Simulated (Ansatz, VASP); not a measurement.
SiO2: VASP beside Ansatz

The input INCAR:

```
SYSTEM = SiO2
PREC     = Accurate       ! precision mode
ENCUT    = 520            ! plane-wave cutoff, eV
EDIFF    = 1E-6           ! SCF threshold, eV
ISMEAR   = 0              ! smearing method
SIGMA    = 0.02           ! smearing width, eV
LREAL    = .False.        ! projectors in reciprocal space
LASPH    = .True.         ! aspherical terms in the spheres
NELM     = 100            ! most SCF steps
ALGO     = Normal         ! electronic algorithm
ISIF     = 2              ! what is computed and relaxed
LWAVE    = .False.        ! write WAVECAR
LCHARG   = .True.         ! write CHGCAR
GGA      = PE             ! functional
LELF     = .True.         ! ELF
LVHAR    = .True.       
NBANDS   = 44             ! bands
```

The input KPOINTS:

```
regular mesh
0
Gamma
  6 6 6
  0 0 0
```

POSCAR

```
SiO2
1.0
    0.0000000000      4.2352815505     -2.6908963663
    0.0000000000     -4.2352815505     -2.6908963663
   -4.2352815505      0.0000000000      2.6908963663
Si O
4 8
Direct
    0.2500000000      0.7500000000      0.5000000000
    0.7500000000      0.2500000000      0.5000000000
    0.5000000000      0.5000000000      0.0000000000
    0.0000000000      0.0000000000      0.0000000000
    0.5569258109      0.7500000000      0.8069258109
    0.0569258109      0.2500000000      0.8069258109
    0.9430741891      0.7500000000      0.1930741891
    0.4430741891      0.2500000000      0.1930741891
    0.5000000000      0.1930741891      0.6930741891
    0.0000000000      0.6930741891      0.6930741891
    0.5000000000      0.8069258109      0.3069258109
    0.0000000000      0.3069258109      0.3069258109
```

Input for Ansatz:

```yaml
crystal:
  lattice:
    - [0.0, 4.2352815505, -2.6908963663]
    - [0.0, -4.2352815505, -2.6908963663]
    - [-4.2352815505, 0.0, 2.6908963663]
  atoms:
    - { symbol: Si, position: [0.25, 0.75, 0.5] }
    - { symbol: Si, position: [0.75, 0.25, 0.5] }
    - { symbol: Si, position: [0.5, 0.5, 0.0] }
    - { symbol: Si, position: [0.0, 0.0, 0.0] }
    - { symbol: O, position: [0.5569258109, 0.75, 0.8069258109] }
    - { symbol: O, position: [0.0569258109, 0.25, 0.8069258109] }
    - { symbol: O, position: [0.9430741891, 0.75, 0.1930741891] }
    - { symbol: O, position: [0.4430741891, 0.25, 0.1930741891] }
    - { symbol: O, position: [0.5, 0.1930741891, 0.6930741891] }
    - { symbol: O, position: [0.0, 0.6930741891, 0.6930741891] }
    - { symbol: O, position: [0.5, 0.8069258109, 0.3069258109] }
    - { symbol: O, position: [0.0, 0.3069258109, 0.3069258109] }
basis:
  ecutwfc: 420
kpoints:
  mp_grid: { grid: [6, 6, 6] }
  band_path: { path: [VBM, CBM], npoints: 2 }
hamiltonian:
  xc: pbe
scf:
  occupations: { method: gaussian, width: 0.02 }
output:
  forces: true
  stress: true
  eigenvalues: true
checkpoint:
  read: start.run
  write: ck
  compress: false
  write_wavefunctions: false
  write_every: 100000
```

Alike in both runs: task single point; functional PBE; k mesh 6 × 6 × 6; occupations gaussian, width 0.02 eV; no spin polarisation.

```csv
,VASP,Ansatz
version,VASP 6.6.1,Ansatz 0.2.0
potentials or method,"VASP PAW PBE potentials, release 64 (Si, O), cutoff 520 eV","scalar-relativistic, plane waves, PAW"
valence electrons in the cell,64,64
```

|  | VASP | Ansatz | Ansatz less VASP |
| --- | --- | --- | --- |
| gap on the k mesh at the Fermi level (eV) | 5.02 | 5.04 | +0.015 |
| least direct gap on the mesh (eV) | 5.02 | 5.04 | +0.015 |
| pressure (GPa) | 0.2 | 0.0 | -0.13 |
| traceless stress, the component that is largest in VASP (GPa) | 0.36 | -0.07 | -0.426 |
| rms of the force components (eV/Å) | 0.005 | 0.003 | -0.0024 |

Atom by atom the forces differ by 0.008 eV/Å (rms over components). The functional is the same, so the differences come from potentials, cutoffs and numerics.
